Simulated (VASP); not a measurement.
# ZrB2 in VASP: further runs, part 2 of 2

VASP 6.6.1. The steps go on from the part before.

## 3. Single point, PBEsol (atoms moved at random)

INCAR reads:

```
ALGO = Normal ; EDIFF = 1E-6
ENCUT = 520 ; GGA = PS
ISIF = 2 ; ISMEAR = -1
LASPH = True ; LCHARG = False
LREAL = False ; LWAVE = False
NBANDS = 16 ; NELM = 80
PREC = Accurate ; SIGMA = 0.05
```

KPOINTS reads:

```
k-points
0
Gamma
  10 10 8
```

POSCAR reads:

```
ZrB2
1.0
    3.1700000000      0.0000000000      0.0000000000
   -1.5850000000      2.7453005300      0.0000000000
    0.0000000000      0.0000000000      3.5330000000
Zr B
1 2
Direct
    0.0005520000      0.0210970000     -0.0087420000
    0.6546680000      0.3300410000      0.4957830000
    0.3421360000      0.6650570000      0.5141110000
```

Potentials or basis: VASP PAW PBE potentials, release 64 (Zr_sv, B).

Started as:

```console
cat potpaw_PBE.64/Zr_sv/POTCAR potpaw_PBE.64/B/POTCAR > POTCAR
mpirun -np 1 vasp_std > vasp.out
```

OUTCAR:

```text
EDIFF = 1E-6
   ENCUT = 520
   GGA = PS
   ISIF = 2
   ISMEAR = -1
   LASPH = True
   LREAL = False
   NELM = 80
   PREC = Accurate

 ion  position               nearest neighbor table
   1  0.001  0.021  0.991-   3 2.44   3 2.47   2 2.51   2 2.51   2 2.53   2 2.53   3 2.55   3 2.56
                             2 2.58   3 2.59   2 2.60   3 2.66
   2  0.655  0.330  0.496-   3 1.78   3 1.83   3 1.89   1 2.51   1 2.51   1 2.53   1 2.53   1 2.58
                             1 2.60
   3  0.342  0.665  0.514-   2 1.78   2 1.83   2 1.89   1 2.44   1 2.47   1 2.55   1 2.56   1 2.59
                             1 2.66

  LATTYP: Found a hexagonal cell.
 ALAT       =     3.1700000000
 C/A-ratio  =     1.1145110410

  Lattice vectors:

 A1 = (   3.1700000000,   0.0000000000,   0.0000000000)
 A2 = (  -1.5850000000,   2.7453005300,   0.0000000000)
 A3 = (   0.0000000000,   0.0000000000,   3.5330000000)

Analysis of symmetry for initial positions (statically):
=====================================================================
 Subroutine PRICEL returns:
 Original cell was already a primitive cell.

 Routine SETGRP: Setting up the symmetry group for a
 hexagonal supercell.

 Subroutine GETGRP returns: Found  1 space group operations
 (whereof  1 operations were pure point group operations)
 out of a pool of 24 trial point group operations.

The static configuration has the point symmetry C_1 .

Analysis of symmetry for dynamics (positions and initial velocities):
=====================================================================
 Subroutine PRICEL returns:
 Original cell was already a primitive cell.

 Routine SETGRP: Setting up the symmetry group for a
 hexagonal supercell.

 Subroutine GETGRP returns: Found  1 space group operations
 (whereof  1 operations were pure point group operations)
 out of a pool of 24 trial point group operations.

The dynamic configuration has the point symmetry C_1 .

 Subroutine INISYM returns: Found  1 space group operations
 (whereof  1 operations are pure point group operations),
 and found     1 'primitive' translations

----------------------------------------------------------------------------------------

                                     Primitive cell

  volume of cell :      30.7463

  direct lattice vectors                    reciprocal lattice vectors
     3.170000000  0.000000000  0.000000000     0.315457413  0.182129422  0.000000000
    -1.585000000  2.745300530  0.000000000     0.000000000  0.364258845  0.000000000
     0.000000000  0.000000000  3.533000000     0.000000000  0.000000000  0.283045570

  length of vectors
     3.170000000  3.170000000  3.533000000     0.364258845  0.364258845  0.283045570

  position of ions in fractional coordinates (direct lattice)
     0.000552000  0.021097000  0.991258000
     0.654668000  0.330041000  0.495783000
     0.342136000  0.665057000  0.514111000

  ion indices of the primitive-cell ions
   primitive index   ion index
                 1           1
                 2           2
                 3           3

----------------------------------------------------------------------------------------

 KPOINTS: k-points

Automatic generation of k-mesh.
 Grid dimensions read from file:
 generate k-points for:   10   10    8

 Generating k-lattice:

  Cartesian coordinates                     Fractional coordinates (reciprocal lattice)
     0.031545741  0.018212942  0.000000000     0.100000000  0.000000000  0.000000000
     0.000000000  0.036425884  0.000000000     0.000000000  0.100000000  0.000000000
     0.000000000  0.000000000  0.035380696     0.000000000  0.000000000  0.125000000

  Length of vectors
     0.036425884  0.036425884  0.035380696

  Shift w.r.t. Gamma in fractional coordinates (k-lattice)
     0.000000000  0.000000000  0.000000000

 Subroutine IBZKPT returns following result:
 ===========================================

 Found    404 irreducible k-points:

 Following reciprocal coordinates:
            Coordinates               Weight
  0.000000  0.000000  0.000000      1.000000
  0.100000 -0.000000  0.000000      2.000000
  0.000000  0.100000  0.000000      2.000000
 -0.100000  0.100000  0.000000      2.000000
  0.200000 -0.000000  0.000000      2.000000
  0.000000  0.200000  0.000000      2.000000
[... 16 lines left out ...]
 -0.200000  0.300000  0.000000      2.000000
  0.100000  0.200000  0.000000      2.000000
 [... further k-points ...]
   k-points           NKPTS =    404   k-points in BZ     NKDIM =    404   number of bands    NBANDS=     16
   number of dos      NEDOS =    301   number of ions     NIONS =      3
   total plane-waves  NPLWV =  16128
   dimension x,y,z NGX =    24 NGY =   24 NGZ =   28
   dimension x,y,z NGXF=    48 NGYF=   48 NGZF=   56
   ions per type =               1   2
   NGX,Y,Z   is equivalent  to a cutoff of  12.59, 12.59, 13.18 a.u.
   NGXF,Y,Z  is equivalent  to a cutoff of  25.17, 25.17, 26.35 a.u.
 SYSTEM =  unknown system
   PREC   = accura    normal or accurate (medium, high low for compatibility)
   ISTART =      0    job   : 0-new  1-cont  2-samecut
   ICHARG =      2    charge: 1-file 2-atom 10-const
   ISPIN  =      1    spin polarized calculation?
   LNONCOLLINEAR =      F non collinear calculations
   LSORBIT =      F    spin-orbit coupling
   LASPH  =      T    aspherical Exc in radial PAW
   ENCUT  =  520.0 eV  38.22 Ry    6.18 a.u.   5.89  5.89  6.57*2*pi/ulx,y,z
   NELM   =     80;   NELMIN=  2; NELMDL= -5     # of ELM steps
   EDIFF  = 0.1E-05   stopping-criterion for ELM
   LREAL  =      F    real-space projection
   EDIFFG = 0.1E-04   stopping-criterion for IOM
   NSW    =      0    number of steps for IOM
   IBRION =     -1    ionic relax: 0-MD 1-quasi-New 2-CG
   NFREE  =      0    steps in history (QN), initial steepest desc. (CG)
   ISIF   =      2    stress and relaxation
   ISYM   =      2    0-nonsym 1-usesym 2-fastsym
   POTIM  = 0.5000    time-step for ionic-motion
   TEBEG  =    0.0;   TEEND  =   0.0 temperature during run
   PSTRESS=    0.0 pullay stress
   NELECT =      18.0000    total number of electrons
   NUPDOWN=      -1.0000    fix difference up-down
   EMIN   =  10.00;   EMAX   =-10.00  energy-range for DOS
   EFERMI =   0.00;   METHOD = LEGACY
   ISMEAR =    -1;   SIGMA  =   0.05  broadening in eV -4-tet -1-fermi 0-gaus
   EFERMI_NEDOS =   21; number of points for ismear=-14 and -15
   IALGO  =     38    algorithm
   IMIX   =      4    mixing-type and parameters
     AMIX     =   0.40;   BMIX     =  1.00
     AMIX_MAG =   1.60;   BMIX_MAG =  1.00
  volume/ion in A,a.u.               =      10.25        69.16
  Fermi-wavevector in a.u.,A,eV,Ry     =   1.369519  2.588016 25.518847  1.875582
  Thomas-Fermi vector in A             =   2.495387
   LORBIT       =      0    0 simple, 1 ext, 2 COOP (PROOUT), +10 PAW based schemes
   GGA     = PS    functional components
   LHFCALC =     F    Hartree Fock is set to
   AEXX    =    0.0000 exact exchange contribution
   IVDW    =     0    specifies the selected vdW correction
   LEPSILON=     F    determine dielectric tensor
   LRPA    =     F    only Hartree local field effects (RPA)
 non-spin polarized calculation
  energy-cutoff  :      520.00
  volume of cell :       30.75
 maximum number of plane-waves:       844
   NGX = 11   NGY = 11   NGZ = 13

 number of electron      18.0000000 magnetization

 Free energy of the ion-electron system (eV)
  ---------------------------------------------------
  ext. energy  EPLUGINS =         0.00000000
  ---------------------------------------------------
  free energy    TOTEN  =       -26.30960765 eV

  energy without entropy =      -26.30670687  energy(sigma->0) =      -26.30815726

 E-fermi :  10.3353     XC(G=0): -12.5349

 val. band max:       10.3292149528   @ k =   0.4000  -0.2000   0.1250
 cond. band min:      10.3428655880   @ k =   0.1000  -0.0000   0.3750
 fundamental gap:      0.0136506352
 Fermi energy:        10.3352544150

 k-point     1 :       0.0000    0.0000    0.0000
  band No.  band energies     occupation
      1     -38.0776      2.00000
      2     -16.3053      2.00000
      3     -15.7546      2.00000
      4     -15.7305      2.00000
      5      -2.2662      2.00000
      6       7.5537      2.00000
[... 8 lines left out ...]
     15      15.6678      0.00000
     16      16.2100      0.00000
[... 419 lines left out ...]
 k-point    24 :       0.1000    0.2000    0.0000
  band No.  band energies     occupation
      1     -38.0132      2.00000
      2     -16.2678      2.00000
      3     -16.2078      2.00000
      4     -15.8807      2.00000
      5      -0.9592      2.00000
      6       5.2906      2.00000
[... 8 lines left out ...]
     15      17.4571      0.00000
     16      19.0557      0.00000

 [... further k-points ...]
[... 5 lines left out ...]
  --------------------------------------------------------------------------------------
  -------------------------------------------------------------------------------------
  Total       -0.4852213     -0.5327944     -0.5622517      0.0858394     -0.1368869      0.0841177
  in kB      -25.2846925    -27.7637065    -29.2987156      4.4730558     -7.1331199      4.3833398
  external PRESSURE =     -27.4490382 kB  Pullay stress =       0.0000000 kB

 VOLUME and BASIS-vectors are now :
 -----------------------------------------------------------------------------
  energy-cutoff  :      520.00
  volume of cell :       30.75
      direct lattice vectors                 reciprocal lattice vectors
     3.170000000  0.000000000  0.000000000     0.315457413  0.182129422  0.000000000
    -1.585000000  2.745300530  0.000000000     0.000000000  0.364258845  0.000000000
     0.000000000  0.000000000  3.533000000     0.000000000  0.000000000  0.283045570

 POSITION                                       TOTAL-FORCE (eV/Angst)
 -----------------------------------------------------------------------------------
     -0.03169      0.05792      3.50211         0.375332     -0.835366      0.680280
      1.55218      0.90606      1.75160         0.539127      0.396397      0.046828
      0.03046      1.82578      1.81635        -0.914458      0.438968     -0.727108
 -----------------------------------------------------------------------------------
    total drift:                                0.000035     -0.000059     -0.000005

  FREE ENERGIE OF THE ION-ELECTRON SYSTEM (eV)
  ---------------------------------------------------
  free  energy   TOTEN  =       -26.3096076467 eV

  energy  without entropy=      -26.3067068706  energy(sigma->0) =      -26.30815726
```

stdout:

```text
POSCAR found type information on POSCAR ZrB
 POSCAR found :  2 types and       3 ions
 scaLAPACK will be used
 -----------------------------------------------------------------------------
|                                                                             |
|                                                                             |
|     You enforced a specific xc type in the INCAR file but a different       |
|     I HOPE YOU KNOW WHAT YOU ARE DOING!                                     |
|                                                                             |
 -----------------------------------------------------------------------------

 LDA part: xc-table for (Slater+PW92), standard interpolation
 POSCAR, INCAR and KPOINTS ok, starting setup
 FFT: planning ... GRIDC
 FFT: planning ... GRID_SOFT
 FFT: planning ... GRID
 WAVECAR not read
 entering main loop
```

Wall time 99 s (1 thread of AMD EPYC 9R45 (Zen 5), shared host); peak memory 0.27 GiB.

What came out:

* Free energy: -26.3096 eV
* Pressure: -2.7 GPa
* Largest force: 1.248 eV/Å
* Band gap on the k mesh: zero (band 9 reaches 10.75 eV, above the bottom of band 10 at 10.18 eV)

Forces in eV/Å, atoms in the order of the input:
```
Zr   0.375 -0.835  0.680
B    0.539  0.396  0.047
B   -0.914  0.439 -0.727
```

Caveat: the cell differs from its parent crystal (atoms moved at random); the PAW data sets were made with another functional, which shifts forces and pressure a little.

## 4. Single point, PBE

This run uses another cell than the first one, of 10.25 Å³/atom, 0.943 times its volume.

INCAR reads:

```
SYSTEM = ZrB2
PREC = Accurate ; ENCUT = 500
EDIFF = 1E-6 ; ISMEAR = -1
SIGMA = 0.04 ; LREAL = .FALSE.
LASPH = .TRUE. ; NELM = 120
ALGO = Normal ; ISIF = 2
LWAVE = .FALSE. ; LCHARG = .TRUE.
GGA = PE ; LELF = .TRUE.
LVHAR = .TRUE. ; NBANDS = 16
GGA_COMPAT = .FALSE.
```

KPOINTS reads:

```
regular mesh
0
G
  7 7 6
  0 0 0
```

POSCAR reads:

```
ZrB2
1.0
    3.1700000000      0.0000000000      0.0000000000
   -1.5850000000      2.7453005300      0.0000000000
    0.0000000000      0.0000000000      3.5330000000
Zr B
1 2
Direct
    0.0000000000      0.0000000000      0.0000000000
    0.6666666667      0.3333333333      0.5000000000
    0.3333333333      0.6666666667      0.5000000000
```

Started as:

```console
cat potpaw_PBE.64/Zr_sv/POTCAR potpaw_PBE.64/B/POTCAR > POTCAR
mpirun -np 1 vasp_std > vasp.out
```

Run time: 30 s. Hardware: 1 thread of AMD EPYC 7R13, shared host; peak memory 0.12 GiB.

The run converged. Its results:

```yaml
Free_energy: -24.9712 eV
Pressure: 1.0 GPa
Band_gap_on_the_k_mesh: zero (band 9 reaches 11.29 eV, above the bottom of band 10 at 10.34 eV)
```

Stress tensor (GPa, compression positive):
```
0.86 0.00 0.00
0.00 0.86 0.00
0.00 0.00 1.20
```

Levels at points of the mesh, in eV from the Fermi level:
```csv
k point,band 5,band 6,band 7,band 8,band 9,band 10,band 11,band 12,band 13,band 14
"(0.00, 0.00, 0.00)",-12.54,-2.44,-2.44,-2.39,-2.16,3.59,3.59,4.37,4.37,5.05
"(0.00, 0.00, 0.50)",-10.51,-6.77,-0.78,-0.78,0.52,0.52,0.98,0.98,2.03,5.23
```

## 5. Single point, PBE

This run uses another cell than the first one, of 10.25 Å³/atom, 0.943 times its volume.

INCAR reads:

```
PREC     = Accurate       # precision mode
ENCUT    = 520            # plane-wave cutoff, eV
EDIFF    = 1E-7           # SCF threshold, eV
ISMEAR   = 0              # smearing method
SIGMA    = 0.026000000000000002 # smearing width, eV
LREAL    = False          # projectors in reciprocal space
LASPH    = True           # aspherical terms in the spheres
NELM     = 60             # most SCF steps
ALGO     = Normal         # electronic algorithm
ISIF     = 2              # what is computed and relaxed
LWAVE    = False          # write WAVECAR
LCHARG   = False          # write CHGCAR
GGA      = PE             # functional
NBANDS   = 16             # bands
```

KPOINTS reads:

```
regular mesh
0
Gamma
  10 10 8
```

POSCAR is that of step 4.

Potentials or basis: VASP PAW PBE potentials, release 64 (Zr_sv, B).

Started as:

```console
cat potpaw_PBE.64/Zr_sv/POTCAR potpaw_PBE.64/B/POTCAR > POTCAR
mpirun -np 1 vasp_std > vasp.out
```

OUTCAR:

```text
PREC = Accurate
   ENCUT = 520
   EDIFF = 1E-7
   ISMEAR = 0
   LREAL = False
   LASPH = True
   NELM = 60
   ISIF = 2
   GGA = PE

 ion  position               nearest neighbor table
   1  0.000  0.000  0.000-   2 2.54   3 2.54   2 2.54   3 2.54   2 2.54   2 2.54   3 2.54   3 2.54
                             2 2.54   2 2.54   3 2.54   3 2.54
   2  0.667  0.333  0.500-   3 1.83   3 1.83   3 1.83   1 2.54   1 2.54   1 2.54   1 2.54   1 2.54
                             1 2.54
   3  0.333  0.667  0.500-   2 1.83   2 1.83   2 1.83   1 2.54   1 2.54   1 2.54   1 2.54   1 2.54
                             1 2.54

  LATTYP: Found a hexagonal cell.
[... 648 lines left out ...]

 [... further k-points ...]
[... 5 lines left out ...]
  --------------------------------------------------------------------------------------
  -------------------------------------------------------------------------------------
  Total        0.0982689      0.0982689      0.3387999      0.0000000     -0.0000000     -0.0000000
  in kB        5.1207559      5.1207559     17.6547298      0.0000000     -0.0000000     -0.0000000
  external PRESSURE =       9.2987472 kB  Pullay stress =       0.0000000 kB

 VOLUME and BASIS-vectors are now :
 -----------------------------------------------------------------------------
  energy-cutoff  :      520.00
  volume of cell :       30.75
      direct lattice vectors                 reciprocal lattice vectors
     3.170000000  0.000000000  0.000000000     0.315457413  0.182129422  0.000000000
    -1.585000000  2.745300530  0.000000000     0.000000000  0.364258845  0.000000000
     0.000000000  0.000000000  3.533000000     0.000000000  0.000000000  0.283045570

 POSITION                                       TOTAL-FORCE (eV/Angst)
 -----------------------------------------------------------------------------------
      0.00000      0.00000      0.00000         0.000000      0.000000      0.000000
      1.58500      0.91510      1.76650         0.000000     -0.000000      0.000000
     -0.00000      1.83020      1.76650        -0.000000      0.000000      0.000000
 -----------------------------------------------------------------------------------
    total drift:                               -0.000000      0.000000     -0.000000

  FREE ENERGIE OF THE ION-ELECTRON SYSTEM (eV)
  ---------------------------------------------------
  free  energy   TOTEN  =       -24.9741918619 eV

  energy  without entropy=      -24.9738827380  energy(sigma->0) =      -24.97403730
```

Wall time 17 s (1 thread of Intel Xeon 6975P-C (Granite Rapids), shared host); peak memory 0.16 GiB.

Results:

- Free energy: -24.9742 eV
- Pressure: 0.9 GPa
- Band gap on the k mesh: zero (band 9 reaches 11.10 eV, above the bottom of band 10 at 10.29 eV)

Stress tensor (GPa, compression positive):
```
0.51 0.00 0.00
0.00 0.51 0.00
0.00 0.00 1.77
```

## 6. Overview

```tsv
level	cell	k mesh	cutoff (eV)	smearing	gap on the mesh (eV)	pressure (GPa)
PBEsol	a = 3.232, b = 3.232, c = 3.602 Å, angles 90.0, 90.0, 120.0°, 3 atoms	10 × 10 × 8	520	fermi-dirac 0.05 eV	none	-16.0
PBEsol	a = 3.170, b = 3.170, c = 3.533 Å, angles 90.0, 90.0, 120.0°, 3 atoms	10 × 10 × 8	520	fermi-dirac 0.05 eV	none	-2.7
PBE	a = 3.170, b = 3.170, c = 3.533 Å, angles 90.0, 90.0, 120.0°, 3 atoms	7 × 7 × 6	500	fermi-dirac 0.04 eV	none	1.0
PBE	a = 3.170, b = 3.170, c = 3.533 Å, angles 90.0, 90.0, 120.0°, 3 atoms	10 × 10 × 8	520	gaussian 0.026 eV	none	0.9
```

Some of these runs hold the atoms at other places in the same cell, which the table doesn't show; runs alike in all that it shows share one row.

Alike in all rows: task single point; potentials or basis VASP PAW PBE potentials, release 64 (Zr_sv, B); no spin polarisation.

Caveats: the PAW data sets were made with another functional, which shifts forces and pressure a little (some runs).

Total energies depend on the potentials used, so only differences within one code and one set of settings carry meaning.
